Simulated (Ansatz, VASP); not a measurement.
## C in VASP and in Ansatz

```
C
1.0
     2.49214    0.00000    0.00000
    -1.24607    2.15826    0.00000
     0.00000    0.00000   12.08690
C
12
Cartesian
  0.0000 0.0000 2.2586
  0.0000 0.0000 8.3020
  0.0000 0.0000 3.7849
  0.0000 0.0000 9.8283
  0.0000 1.4388 6.2945
  1.2461 0.7194 0.2511
  0.0000 1.4388 11.8358
  1.2461 0.7194 5.7924
  0.0000 1.4388 7.7968
  1.2461 0.7194 1.7533
  0.0000 1.4388 10.3336
  1.2461 0.7194 4.2901
```

Alike in both runs: task single point; functional LDA; k mesh 12 × 12 × 2; occupations gaussian, width 0.05 eV; no spin polarisation.

```csv
,VASP,Ansatz
version,VASP 6.6.1,Ansatz 0.2.0
potentials or method,"VASP PAW LDA potentials, release 64 (C), cutoff 520 eV","scalar-relativistic, plane waves, PAW"
valence electrons in the cell,48,48
```

```csv
,VASP,Ansatz,Ansatz less VASP
gap on the k mesh at the Fermi level (eV),4.40,4.42,+0.013
least direct gap on the mesh (eV),5.26,5.26,+0.001
pressure (GPa),10.1,8.3,-1.80
"traceless stress, the component that is largest in VASP (GPa)",14.96,14.89,-0.071
rms of the force components (eV/Å),0.058,0.056,-0.0025
```

Ansatz warns that its potentials were made for another functional, while VASP's fit it. LDA's correlation is that of Perdew and Zunger in VASP and of Perdew and Wang (1992) in Ansatz. Atom by atom the forces differ by 0.003 eV/Å (rms over components).
